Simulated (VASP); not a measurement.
Ge, 2 atoms in the cell. Symmetry: Imma, No. 74, orthorhombic system. Conventional cell: a = 3.982 Å, b = 4.042 Å, c = 5.674 Å, α = 90.00°, β = 90.00°, γ = 90.00°. Ge (site symmetry mm2) has 4 Ge at 2.45 to 2.46 Å within 3.2 Å.  This cell differs from its parent crystal: shear xy strain +1.5%.

| Property | Result |
| --- | --- |
| Program | VASP 6.6.1 |
| Task | single point |
| Functional | r2SCAN |
| Potentials or basis | VASP PAW PBE potentials, release 64 (Ge_d) |
| Cutoff | 520 eV |
| k mesh | 8 × 8 × 8 |
| Occupations | fermi-dirac, width 0.02 eV |
| Spin | no spin polarisation |
| Dipole correction | no |
| Further INCAR settings | ALGO = Normal; EDIFF = 1e-06; NBANDS = 21 |

Potentials or basis: VASP PAW PBE potentials, release 64 (Ge_d).

The run is started by

```console
$ cat potpaw_PBE.64/Ge_d/POTCAR > POTCAR
$ cp INCAR.step1 INCAR
$ mpirun -np 1 vasp_std > vasp.out
$ cp INCAR.step2 INCAR
$ mpirun -np 1 vasp_std > vasp.out
```

Hardware: 1 thread of Intel Xeon 8259CL (shared host).

How long does it take, and how much memory?

It took 6.5 min on 1 thread of Intel Xeon 8259CL, on a shared host, peak memory 0.21 GiB. Counts: k points 95.
